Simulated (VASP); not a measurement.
Wanted: the native input for a VASP 6.6.1 run.

```
Task                   : single point
Functional             : LDA
Potentials or basis    : VASP PAW LDA potentials, release 64 (Rh_pv)
Cutoff                 : 520 eV
k mesh                 : 22 × 22 × 22
Occupations            : gaussian, width 0.15 eV
Spin                   : no spin polarisation
Dipole correction      : no
Further INCAR settings : ALGO = Fast; EDIFF = 1e-06; NBANDS = 14
```

The structure of Rh lies in POSCAR:

```
Rh
1.0
    0.0000000000      1.9015500000      1.9015500000
    1.9776120000      0.0000000000      1.9015500000
    1.9776120000      1.9015500000      0.0000000000
Rh
1
Direct
    0.0000000000      0.0000000000      0.0000000000
```

This cell differs from its parent crystal: strain +0.0400 x Voigt [1, 0, 0, 0, 0, 0].

The input as run:

INCAR

```
SYSTEM = Rh
PREC = Accurate
ENCUT = 520
EDIFF = 1E-6
ISMEAR = 0
SIGMA = 0.15
LREAL = .False.
LASPH = .True.
NELM = 80
ALGO = Fast
ISIF = 2
LWAVE = .False.
LCHARG = .True.
GGA = CA
LELF = .True.
LVHAR = .True.
NBANDS = 14
```

KPOINTS

```
regular mesh
0
Gamma
  22 22 22
  0 0 0
```

Potentials or basis: VASP PAW LDA potentials, release 64 (Rh_pv).

Command:

```sh
$ cat potpaw_LDA.64/Rh_pv/POTCAR > POTCAR
$ mpirun -np 1 vasp_std > vasp.out
```

It gave:

```json
{
 "Pressure": "-19.2 GPa"
}
```

Caveat: the cell differs from its parent crystal (strain +0.0400 x Voigt [1, 0, 0, 0, 0, 0]).

Wall time 47 s on 1 thread of Intel(R) Xeon(R) 6975P-C (Granite Rapids) (shared host), peak memory 0.24 GiB.
